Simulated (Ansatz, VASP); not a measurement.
## AlCu3 in VASP and in Ansatz

```
Al Cu
1.0
     5.14073    0.00000    0.00000
    -2.57036    4.45200    0.00000
     0.00000    0.00000    4.17875
Al Cu
2 6
Direct
  0.66667 0.33333 0.25000
  0.33333 0.66667 0.75000
  0.33062 0.16531 0.75000
  0.83469 0.16531 0.75000
  0.83469 0.66938 0.75000
  0.66938 0.83469 0.25000
  0.16531 0.83469 0.25000
  0.16531 0.33062 0.25000
```

Alike in both runs: functional PBEsol; k mesh 12 × 12 × 8; occupations gaussian, width 0.1 eV; no spin polarisation.

Ansatz relaxed the structure, and its values are those at the end. VASP's run is a single point on that final structure, the one shown.

```csv
,VASP,Ansatz
version,VASP 6.6.1,Ansatz 0.2.0
potentials or method,"VASP PAW PBE potentials, release 64 (Al, Cu), cutoff 520 eV","scalar-relativistic, plane waves, PAW"
valence electrons in the cell,72,120
```

VASP gave:

- gap on the k mesh at the Fermi level (eV): none
- pressure (GPa): 0.6

Question: Estimate Ansatz's values.

Answer: gap on the k mesh at the Fermi level (eV): none; pressure (GPa): 0.0.

VASP's potentials were made for PBE, not for PBEsol. A gap of «none» marks a metal or a gap that the smearing closes. With one functional, cell and mesh, what is left measures potentials, basis and numerics. VASP's potentials hold 72 valence electrons a cell and Ansatz's 120, so a difference there can come from the potentials and not from the codes.
